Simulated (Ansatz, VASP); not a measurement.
**CoO: VASP beside Ansatz**

```
CELL_PARAMETERS angstrom
3.23972 0.00000 0.00000
-1.61986 2.80568 0.00000
0.00000 0.00000 5.29752
ATOMIC_POSITIONS crystal
Co 0.33333 0.66667 0.50336
Co 0.00000 0.00000 0.00347
O 0.33333 0.66667 0.87156
O 0.00000 0.00000 0.37161
```

Change from the starting cell: volume scaled by 1.04.

Alike in both runs: task single point; functional PBEsol; k mesh 10 × 10 × 5; occupations fermi-dirac, width 0.05 eV; collinear spin.

```csv
,VASP,Ansatz
version,VASP 6.6.1,Ansatz 0.2.0
potentials or method,"VASP PAW PBE potentials, release 64 (Co, O), cutoff 520 eV","all-electron LAPW, scalar-relativistic"
```

|  | VASP | Ansatz | Ansatz less VASP |
| --- | --- | --- | --- |
| pressure (GPa) | -11.6 | -13.3 | -1.69 |
| traceless stress, the component that is largest in VASP (GPa) | 1.38 | 0.44 | -0.942 |
| rms of the force components (eV/Å) | 0.129 | 0.074 | -0.0553 |
| net moment per atom (μB) | 1.48 | 0.00 | -1.481 |
| size of the moment on the site where the two differ most (μB) | 2.52 | 2.28 | -0.243 |

The net moments are unlike, so the other rows may belong to different states. VASP's potentials were made for PBE, not for PBEsol. Site moments also hang on the region over which each program counts them. Atom by atom the forces differ by 0.202 eV/Å (rms over components). Ansatz ran all-electron here, and VASP with PAW potentials.
